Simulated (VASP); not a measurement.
# WS2 in VASP: further runs

Runs on WS2. Level: PBE+D3(BJ). Tasks: single point.

Program: VASP 6.6.1. These are calculated values, not measurements. Logs are shortened: lines on timing, memory, paths and dates and some standing lists are left out, and cuts for length are marked.

## Step 1: The cell of the first run

The cell holds a slab with vacuum, 6 atoms: a = 3.183 Å, b = 3.183 Å, c = 23.669 Å, α = 90.00°, β = 90.00°, γ = 120.00°.

## Step 2: Single point, PBE+D3(BJ)

Contents of INCAR:

```
PREC = Accurate
ENCUT = 500
EDIFF = 1E-6
ISMEAR = 0
SIGMA = 0.02
LREAL = False
LASPH = True
NELM = 120
ALGO = Normal
ISIF = 2
LWAVE = False
LCHARG = False
GGA = PE
IVDW = 12
NBANDS = 35
GGA_COMPAT = False
```

Contents of KPOINTS:

```
regular mesh
0
Gamma
  12 12 2
```

Contents of POSCAR:

```
WS2
1.0
    3.1832085602      0.0000000000      0.0000000000
   -1.5916042801      2.7567394786      0.0000000000
    0.0000000000      0.0000000000     23.6687632500
W S
2 4
Direct
    0.3333333300      0.6666666700      0.6373175400
    0.6666666700      0.3333333300      0.3626824600
    0.3333333300      0.6666666700      0.2968161100
    0.6666666700      0.3333333300      0.5714418300
    0.3333333300      0.6666666700      0.4285581700
    0.6666666700      0.3333333300      0.7031838900
```

Potentials or basis: VASP PAW PBE potentials, release 64 (W_sv, S).

The run is started by

```sh
> cat potpaw_PBE.64/W_sv/POTCAR potpaw_PBE.64/S/POTCAR > POTCAR
> mpirun -np 1 vasp_std > vasp.out
```

OUTCAR:

```text
PREC = Accurate
   ENCUT = 500
   EDIFF = 1E-6
   ISMEAR = 0
   LREAL = False
   LASPH = True
   NELM = 120
   ISIF = 2
   GGA = PE
   IVDW = 12
 IVDW          = 12

 ion  position               nearest neighbor table
   1  0.333  0.667  0.637-   6 2.41   6 2.41   6 2.41   4 2.41   4 2.41   4 2.41
   2  0.667  0.333  0.363-   3 2.41   3 2.41   3 2.41   5 2.41   5 2.41   5 2.41
   3  0.333  0.667  0.297-   2 2.41   2 2.41   2 2.41
   4  0.667  0.333  0.571-   1 2.41   1 2.41   1 2.41
   5  0.333  0.667  0.429-   2 2.41   2 2.41   2 2.41
   6  0.667  0.333  0.703-   1 2.41   1 2.41   1 2.41

  LATTYP: Found a hexagonal cell.
 ALAT       =     3.1832085602
 C/A-ratio  =     7.4355050266

  Lattice vectors:

 A1 = (   3.1832085602,   0.0000000000,   0.0000000000)
 A2 = (  -1.5916042801,   2.7567394786,   0.0000000000)
 A3 = (   0.0000000000,   0.0000000000,  23.6687632500)

Analysis of symmetry for initial positions (statically):
=====================================================================
 Subroutine PRICEL returns:
 Original cell was already a primitive cell.

 Routine SETGRP: Setting up the symmetry group for a
 hexagonal supercell.

 Subroutine GETGRP returns: Found 12 space group operations
 (whereof 12 operations were pure point group operations)
 out of a pool of 24 trial point group operations.

The static configuration has the point symmetry D_3d.

Analysis of symmetry for dynamics (positions and initial velocities):
=====================================================================
 Subroutine PRICEL returns:
 Original cell was already a primitive cell.

 Routine SETGRP: Setting up the symmetry group for a
 hexagonal supercell.

 Subroutine GETGRP returns: Found 12 space group operations
 (whereof 12 operations were pure point group operations)
 out of a pool of 24 trial point group operations.

The dynamic configuration has the point symmetry D_3d.

 Subroutine INISYM returns: Found 12 space group operations
 (whereof 12 operations are pure point group operations),
 and found     1 'primitive' translations

----------------------------------------------------------------------------------------

                                     Primitive cell

  volume of cell :     207.6999

  direct lattice vectors                    reciprocal lattice vectors
     3.183208560  0.000000000  0.000000000     0.314148439  0.181373686  0.000000000
    -1.591604280  2.756739479  0.000000000     0.000000000  0.362747372  0.000000000
     0.000000000  0.000000000 23.668763250     0.000000000  0.000000000  0.042249778

  length of vectors
     3.183208560  3.183208560 23.668763250     0.362747372  0.362747372  0.042249778

  position of ions in fractional coordinates (direct lattice)
     0.333333330  0.666666670  0.637317540
     0.666666670  0.333333330  0.362682460
     0.333333330  0.666666670  0.296816110
     0.666666670  0.333333330  0.571441830
     0.333333330  0.666666670  0.428558170
     0.666666670  0.333333330  0.703183890

  ion indices of the primitive-cell ions
   primitive index   ion index
                 1           1
                 2           2
                 3           3
                 4           4
                 5           5
                 6           6

----------------------------------------------------------------------------------------

 KPOINTS: regular mesh

Automatic generation of k-mesh.
 Grid dimensions read from file:
 generate k-points for:   12   12    2

 Generating k-lattice:

  Cartesian coordinates                     Fractional coordinates (reciprocal lattice)
     0.026179037  0.015114474  0.000000000     0.083333333  0.000000000  0.000000000
     0.000000000  0.030228948  0.000000000     0.000000000  0.083333333  0.000000000
     0.000000000  0.000000000  0.021124889     0.000000000  0.000000000  0.500000000

  Length of vectors
     0.030228948  0.030228948  0.021124889

  Shift w.r.t. Gamma in fractional coordinates (k-lattice)
     0.000000000  0.000000000  0.000000000

 Subroutine IBZKPT returns following result:
 ===========================================

 Found     38 irreducible k-points:

 Following reciprocal coordinates:
            Coordinates               Weight
  0.000000  0.000000  0.000000      1.000000
  0.083333  0.000000  0.000000      6.000000
  0.166667 -0.000000  0.000000      6.000000
  0.250000 -0.000000  0.000000      6.000000
  0.333333 -0.000000  0.000000      6.000000
  0.416667 -0.000000  0.000000      6.000000
[... 16 lines left out ...]
  0.250000 -0.000000  0.500000      6.000000
  0.333333 -0.000000  0.500000      6.000000
 [... further k-points ...]
   k-points           NKPTS =     38   k-points in BZ     NKDIM =     38   number of bands    NBANDS=     35
   number of dos      NEDOS =    301   number of ions     NIONS =      6
   total plane-waves  NPLWV = 103680
   dimension x,y,z NGX =    24 NGY =   24 NGZ =  180
   dimension x,y,z NGXF=    48 NGYF=   48 NGZF=  360
   ions per type =               2   4
   NGX,Y,Z   is equivalent  to a cutoff of  12.53, 12.53, 12.64 a.u.
   NGXF,Y,Z  is equivalent  to a cutoff of  25.07, 25.07, 25.29 a.u.
 SYSTEM =  unknown system
   PREC   = accura    normal or accurate (medium, high low for compatibility)
   ISTART =      0    job   : 0-new  1-cont  2-samecut
   ICHARG =      2    charge: 1-file 2-atom 10-const
   ISPIN  =      1    spin polarized calculation?
   LNONCOLLINEAR =      F non collinear calculations
   LSORBIT =      F    spin-orbit coupling
   LASPH  =      T    aspherical Exc in radial PAW
   ENCUT  =  500.0 eV  36.75 Ry    6.06 a.u.   5.80  5.80 43.15*2*pi/ulx,y,z
   NELM   =    120;   NELMIN=  2; NELMDL= -5     # of ELM steps
   EDIFF  = 0.1E-05   stopping-criterion for ELM
   LREAL  =      F    real-space projection
   EDIFFG = 0.1E-04   stopping-criterion for IOM
   NSW    =      0    number of steps for IOM
   IBRION =     -1    ionic relax: 0-MD 1-quasi-New 2-CG
   NFREE  =      0    steps in history (QN), initial steepest desc. (CG)
   ISIF   =      2    stress and relaxation
   ISYM   =      2    0-nonsym 1-usesym 2-fastsym
   POTIM  = 0.5000    time-step for ionic-motion
   TEBEG  =    0.0;   TEEND  =   0.0 temperature during run
   PSTRESS=    0.0 pullay stress
   NELECT =      52.0000    total number of electrons
   NUPDOWN=      -1.0000    fix difference up-down
   EMIN   =  10.00;   EMAX   =-10.00  energy-range for DOS
   EFERMI =   0.00;   METHOD = LEGACY
   ISMEAR =     0;   SIGMA  =   0.02  broadening in eV -4-tet -1-fermi 0-gaus
   EFERMI_NEDOS =   21; number of points for ismear=-14 and -15
   IALGO  =     38    algorithm
   IMIX   =      4    mixing-type and parameters
     AMIX     =   0.40;   BMIX     =  1.00
     AMIX_MAG =   1.60;   BMIX_MAG =  1.00
  volume/ion in A,a.u.               =      34.62       233.60
  Fermi-wavevector in a.u.,A,eV,Ry     =   1.031804  1.949827 14.485024  1.064619
  Thomas-Fermi vector in A             =   2.165970
   LORBIT       =      0    0 simple, 1 ext, 2 COOP (PROOUT), +10 PAW based schemes
   GGA     = PE    functional components
   LHFCALC =     F    Hartree Fock is set to
   AEXX    =    0.0000 exact exchange contribution
   IVDW    =    12    specifies the selected vdW correction
   LEPSILON=     F    determine dielectric tensor
   LRPA    =     F    only Hartree local field effects (RPA)
 non-spin polarized calculation
 Gauss-broadening in eV      SIGMA  =   0.02
  energy-cutoff  :      500.00
  volume of cell :      207.70
 maximum number of plane-waves:      5306
 NGX is ok and might be reduce to    24
   NGX = 11   NGY = 11   NGZ = 87

 number of electron      52.0000000 magnetization

 Free energy of the ion-electron system (eV)
  ---------------------------------------------------
  ext. energy  EPLUGINS =         0.00000000
  ---------------------------------------------------
  free energy    TOTEN  =       -47.33102972 eV

  energy without entropy =      -47.33102972  energy(sigma->0) =      -47.33102972

 E-fermi :   1.3332     XC(G=0):  -6.1318

 val. band max:        1.0371695782   @ k =   0.0000   0.0000   0.0000
 cond. band min:       2.5195910937   @ k =   0.3333   0.3333   0.0000
 fundamental gap:      1.4824215155
 Fermi energy:         1.3331508077

 k-point     1 :       0.0000    0.0000    0.0000
  band No.  band energies     occupation
      1     -73.2887      2.00000
      2     -73.2887      2.00000
      3     -37.5263      2.00000
      4     -37.5263      2.00000
      5     -37.3810      2.00000
      6     -37.3810      2.00000
[... 27 lines left out ...]
     34       3.8190      0.00000
     35       5.7566      0.00000

 k-point     2 :       0.0833    0.0000    0.0000
  band No.  band energies     occupation
      1     -73.2876      2.00000
      2     -73.2876      2.00000
      3     -37.5222      2.00000
      4     -37.5222      2.00000
      5     -37.4038      2.00000
      6     -37.4038      2.00000
[... 27 lines left out ...]
     34       3.8388      0.00000
     35       6.0312      0.00000

 k-point     3 :       0.1667   -0.0000    0.0000
  band No.  band energies     occupation
      1     -73.2845      2.00000
      2     -73.2845      2.00000
      3     -37.5109      2.00000
      4     -37.5109      2.00000
      5     -37.4656      2.00000
      6     -37.4656      2.00000
[... 27 lines left out ...]
     34       4.3465      0.00000
     35       6.4849      0.00000
[... 723 lines left out ...]
 k-point    23 :       0.2500   -0.0000    0.5000
  band No.  band energies     occupation
      1     -73.2803      2.00000
      2     -73.2803      2.00000
      3     -37.5491      2.00000
      4     -37.5491      2.00000
      5     -37.4956      2.00000
      6     -37.4956      2.00000
[... 27 lines left out ...]
     34       4.8811      0.00000
     35       7.0890      0.00000

 k-point    24 :       0.3333   -0.0000    0.5000
  band No.  band energies     occupation
      1     -73.2762      2.00000
      2     -73.2762      2.00000
      3     -37.6313      2.00000
      4     -37.6313      2.00000
      5     -37.4802      2.00000
      6     -37.4802      2.00000
[... 27 lines left out ...]
     34       5.2759      0.00000
     35       7.2919      0.00000

 [... further k-points ...]

------------------------ aborting loop because EDIFF is reached ----------------------------------------

 Edisp (eV)   -2.10226

 E8    (eV) :    -0.9128

  FORCE on cell =-STRESS in cart. coord.  units (eV):
  Direction    XX          YY          ZZ          XY          YZ          ZX
  --------------------------------------------------------------------------------------
  -------------------------------------------------------------------------------------
  Total      -1.31051    -1.31051     0.38310     0.00000     0.00000     0.00000
  in kB     -10.10916   -10.10916     2.95519     0.00000     0.00000     0.00000
  external pressure =       -5.75 kB  Pullay stress =        0.00 kB

 VOLUME and BASIS-vectors are now :
 -----------------------------------------------------------------------------
  energy-cutoff  :      500.00
  volume of cell :      207.70
      direct lattice vectors                 reciprocal lattice vectors
     3.183208560  0.000000000  0.000000000     0.314148439  0.181373686  0.000000000
    -1.591604280  2.756739479  0.000000000     0.000000000  0.362747372  0.000000000
     0.000000000  0.000000000 23.668763250     0.000000000  0.000000000  0.042249778

 POSITION                                       TOTAL-FORCE (eV/Angst)
 -----------------------------------------------------------------------------------
     -0.00000      1.83783     15.08452        -0.000000     -0.000000     -0.051107
      1.59160      0.91891      8.58425        -0.000000      0.000000      0.051107
     -0.00000      1.83783      7.02527         0.000000     -0.000000     -0.166254
      1.59160      0.91891     13.52532         0.000000      0.000000     -0.236352
     -0.00000      1.83783     10.14344         0.000000      0.000000      0.236352
      1.59160      0.91891     16.64349         0.000000      0.000000      0.166254
 -----------------------------------------------------------------------------------
    total drift:                                0.000000     -0.000000      0.000000

  FREE ENERGIE OF THE ION-ELECTRON SYSTEM (eV)
  ---------------------------------------------------
  free  energy   TOTEN  =       -49.4332930172 eV

  energy  without entropy=      -49.4332930172  energy(sigma->0) =      -49.43329302
```

Run time: 9.7 min. Hardware: 1 thread of Oxide Virtual Turin-like, shared host; peak memory 0.41 GiB.

What came out:

```
Free energy                : -49.4333 eV
Largest force              : 0.236 eV/Å
Band gap on the k mesh     : 1.48 eV (least direct gap 1.77 eV)
Dispersion energy per atom : -0.350 eV
```

Forces on the atoms (eV/Å):
```
W    0.000  0.000 -0.051
W    0.000  0.000  0.051
S    0.000  0.000 -0.166
S    0.000  0.000 -0.236
S    0.000  0.000  0.236
S    0.000  0.000  0.166
```

Caveat: there is no dipole correction, which matters where the two faces differ; spin-orbit coupling is left out, which moves the levels of the heavy elements.

## Step 3: Single point, PBE+D3(BJ)

Contents of INCAR:

```
PREC = Accurate ; ENCUT = 500
EDIFF = 1E-6 ; ISMEAR = 0
SIGMA = 0.02 ; LREAL = F
LASPH = T ; NELM = 120
ALGO = Normal ; ISIF = 2
LWAVE = F ; LCHARG = F
GGA = PE ; IVDW = 12
NBANDS = 35 ; GGA_COMPAT = F
```

Contents of KPOINTS:

```
Automatic mesh
0
Gamma
  12 12 2
```

Contents of POSCAR:

```
WS2
1.0
    3.1832085602      0.0000000000      0.0000000000
   -1.5916042801      2.7567394786      0.0000000000
    0.0000000000      0.0000000000     23.6687632500
W S
2 4
Direct
    0.3333333333      0.6666666667      0.6282633650
    0.6666666667      0.3333333333      0.3717366350
    0.3333333333      0.6666666667      0.3055186157
    0.6666666667      0.3333333333      0.5621321911
    0.3333333333      0.6666666667      0.4378678089
    0.6666666667      0.3333333333      0.6944813843
```

Potentials or basis: VASP PAW PBE potentials, release 64 (W_sv, S).

The run is started by

```sh
> cat potpaw_PBE.64/W_sv/POTCAR potpaw_PBE.64/S/POTCAR > POTCAR
> mpirun -np 1 vasp_std > vasp.out
```

OUTCAR:

```text
PREC = Accurate
   ENCUT = 500
   EDIFF = 1E-6
   ISMEAR = 0
   LREAL = F
   LASPH = T
   NELM = 120
   ISIF = 2
   GGA = PE
   IVDW = 12
 IVDW          = 12

 ion  position               nearest neighbor table
   1  0.333  0.667  0.628-   4 2.41   4 2.41   4 2.41   6 2.42   6 2.42   6 2.42
   2  0.667  0.333  0.372-   5 2.41   5 2.41   5 2.41   3 2.42   3 2.42   3 2.42
   3  0.333  0.667  0.306-   2 2.42   2 2.42   2 2.42
   4  0.667  0.333  0.562-   1 2.41   1 2.41   1 2.41
   5  0.333  0.667  0.438-   2 2.41   2 2.41   2 2.41
   6  0.667  0.333  0.694-   1 2.42   1 2.42   1 2.42

  LATTYP: Found a hexagonal cell.
 ALAT       =     3.1832085602
 C/A-ratio  =     7.4355050266

  Lattice vectors:

 A1 = (   3.1832085602,   0.0000000000,   0.0000000000)
 A2 = (  -1.5916042801,   2.7567394786,   0.0000000000)
 A3 = (   0.0000000000,   0.0000000000,  23.6687632500)

Analysis of symmetry for initial positions (statically):
=====================================================================
 Subroutine PRICEL returns:
 Original cell was already a primitive cell.

 Routine SETGRP: Setting up the symmetry group for a
 hexagonal supercell.

 Subroutine GETGRP returns: Found 12 space group operations
[... 180 lines left out ...]

 k-point     1 :       0.0000    0.0000    0.0000
  band No.  band energies     occupation
      1     -73.2901      2.00000
      2     -73.2901      2.00000
      3     -37.5245      2.00000
      4     -37.5245      2.00000
      5     -37.3779      2.00000
      6     -37.3779      2.00000
[... 901 lines left out ...]
     34       5.3000      0.00000
     35       7.1900      0.00000

 [... further k-points ...]

------------------------ aborting loop because EDIFF is reached ----------------------------------------

 Edisp (eV)   -2.18619

 E8    (eV) :    -0.9494

  FORCE on cell =-STRESS in cart. coord.  units (eV):
  Direction    XX          YY          ZZ          XY          YZ          ZX
  --------------------------------------------------------------------------------------
  -------------------------------------------------------------------------------------
  Total      -1.65303    -1.65303    -0.06768     0.00000     0.00000     0.00000
  in kB     -12.75132   -12.75132    -0.52210     0.00000     0.00000     0.00000
  external pressure =       -8.67 kB  Pullay stress =        0.00 kB

 VOLUME and BASIS-vectors are now :
 -----------------------------------------------------------------------------
  energy-cutoff  :      500.00
  volume of cell :      207.70
      direct lattice vectors                 reciprocal lattice vectors
     3.183208560  0.000000000  0.000000000     0.314148439  0.181373686  0.000000000
    -1.591604280  2.756739479  0.000000000     0.000000000  0.362747372  0.000000000
     0.000000000  0.000000000 23.668763250     0.000000000  0.000000000  0.042249778

 POSITION                                       TOTAL-FORCE (eV/Angst)
 -----------------------------------------------------------------------------------
     -0.00000      1.83783     14.87022        -0.000000     -0.000000      0.002628
      1.59160      0.91891      8.79855         0.000000      0.000000     -0.002628
     -0.00000      1.83783      7.23125         0.000000     -0.000000     -0.001016
      1.59160      0.91891     13.30497         0.000000     -0.000000     -0.003938
     -0.00000      1.83783     10.36379        -0.000000      0.000000      0.003938
      1.59160      0.91891     16.43752         0.000000      0.000000      0.001016
 -----------------------------------------------------------------------------------
    total drift:                               -0.000000      0.000000     -0.000000

  FREE ENERGIE OF THE ION-ELECTRON SYSTEM (eV)
  ---------------------------------------------------
  free  energy   TOTEN  =       -49.4697501464 eV

  energy  without entropy=      -49.4697501464  energy(sigma->0) =      -49.46975015
```

OSZICAR:

```text
N       E                     dE             d eps       ncg     rms          rms(c)
DAV:   1     0.466781986139E+03    0.46678E+03   -0.27516E+04  3188   0.129E+03
DAV:   2    -0.181419580189E+02   -0.48492E+03   -0.47139E+03  3421   0.337E+02
DAV:   3    -0.491081180176E+02   -0.30966E+02   -0.30587E+02  3325   0.830E+01
[... 15 lines left out ...]
DAV:  19    -0.472835313356E+02   -0.20218E-04   -0.70715E-07  2244   0.240E-03    0.297E-03
DAV:  20    -0.472835535677E+02   -0.22232E-04   -0.89560E-07  2242   0.261E-03    0.498E-03
DAV:  21    -0.472835582679E+02   -0.47002E-05   -0.14342E-07  2109   0.112E-03    0.286E-03
DAV:  22    -0.472835645174E+02   -0.62495E-05   -0.45143E-07  2199   0.150E-03    0.863E-04
DAV:  23    -0.472835650708E+02   -0.55348E-06   -0.37117E-08  1736   0.793E-04
   1 F= -.49469750E+02 E0= -.49469750E+02  d E =-.289019E-12
```

Wall time 11 min (1 thread of Oxide Virtual Turin-like, shared host); peak memory 0.41 GiB.

Results:

| Item | Value |
| --- | --- |
| Free energy | -49.4698 eV |
| Largest force | 0.004 eV/Å |
| Band gap on the k mesh | 1.33 eV (least direct gap 1.77 eV) |
| Dispersion energy per atom | -0.364 eV |

Forces in eV/Å, atoms in the order of the input:
```
W    0.000  0.000  0.003
W    0.000  0.000 -0.003
S    0.000  0.000 -0.001
S    0.000  0.000 -0.004
S    0.000  0.000  0.004
S    0.000  0.000  0.001
```

Caveat: there is no dipole correction, which matters where the two faces differ; spin-orbit coupling is left out, which moves the levels of the heavy elements.
